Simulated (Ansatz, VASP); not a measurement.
In2GaP3: VASP beside Ansatz

File INCAR:

```
SYSTEM = In2GaP3
ALGO = Normal
EDIFF = 1E-7
ENCUT = 520
GGA = PE
ISIF = 2
ISMEAR = 0
LASPH = .TRUE.
LCHARG = .TRUE.
LELF = .TRUE.
LREAL = .FALSE.
LVHAR = .TRUE.
LWAVE = .FALSE.
NBANDS = 36
NELM = 60
PREC = Accurate
SIGMA = 0.1
```

KPOINTS

```
k-points
0
G
  6 6 6
  0 0 0
```

The input POSCAR:

```
In2GaP3
1.0
   -1.9695861200      1.9695861200      8.3562462300
    1.9695861200     -1.9695861200      8.3562462300
    1.9695861200      1.9695861200     -8.3562462300
In Ga P
2 1 3
Direct
    0.8333333300      0.8333333300      0.0000000000
    0.1666666700      0.1666666700      0.0000000000
    0.5000000000      0.5000000000      0.0000000000
    0.0000000000      0.0000000000      0.0000000000
    0.6666666700      0.6666666700      0.0000000000
    0.3333333300      0.3333333300      0.0000000000
```

Input for Ansatz:

```yaml
crystal:
  lattice:
    - [-1.96958612, 1.96958612, 8.35624623]
    - [1.96958612, -1.96958612, 8.35624623]
    - [1.96958612, 1.96958612, -8.35624623]
  atoms:
    - { symbol: In, position: [0.83333333, 0.83333333, 0.0] }
    - { symbol: In, position: [0.16666667, 0.16666667, 0.0] }
    - { symbol: Ga, position: [0.5, 0.5, 0.0] }
    - { symbol: P, position: [0.0, 0.0, 0.0] }
    - { symbol: P, position: [0.66666667, 0.66666667, 0.0] }
    - { symbol: P, position: [0.33333333, 0.33333333, 0.0] }
basis:
  ecutwfc: 420
kpoints:
  mp_grid: { grid: [6, 6, 6] }
hamiltonian:
  xc: pbe
scf:
  occupations: { method: gaussian, width: 0.1 }
  lower_state_search: "off"
output:
  forces: true
  stress: true
  eigenvalues: true
```

Alike in both runs: task single point; functional PBE; k mesh 6 × 6 × 6; occupations gaussian, width 0.1 eV; no spin polarisation.

|  | VASP | Ansatz |
| --- | --- | --- |
| version | VASP 6.6.1 | Ansatz 0.2.0 |
| potentials or method | VASP PAW PBE potentials, release 64 (In_d, Ga_d, P), cutoff 520 eV | scalar-relativistic, plane waves, PAW |
| valence electrons in the cell | 54 | 54 |

|  | VASP | Ansatz | Ansatz less VASP |
| --- | --- | --- | --- |
| gap on the k mesh at the Fermi level (eV) | none | none | - |
| pressure (GPa) | -4.8 | -4.8 | +0.01 |
| traceless stress, the component that is largest in VASP (GPa) | -0.11 | -0.11 | -0.002 |
| rms of the force components (eV/Å) | 0.105 | 0.105 | +0.0006 |

Atom by atom the forces differ by 0.001 eV/Å (rms over components). A gap of «none» marks a metal or a gap that the smearing closes.

The k mesh is coarse, so the values compare programs but aren't converged.
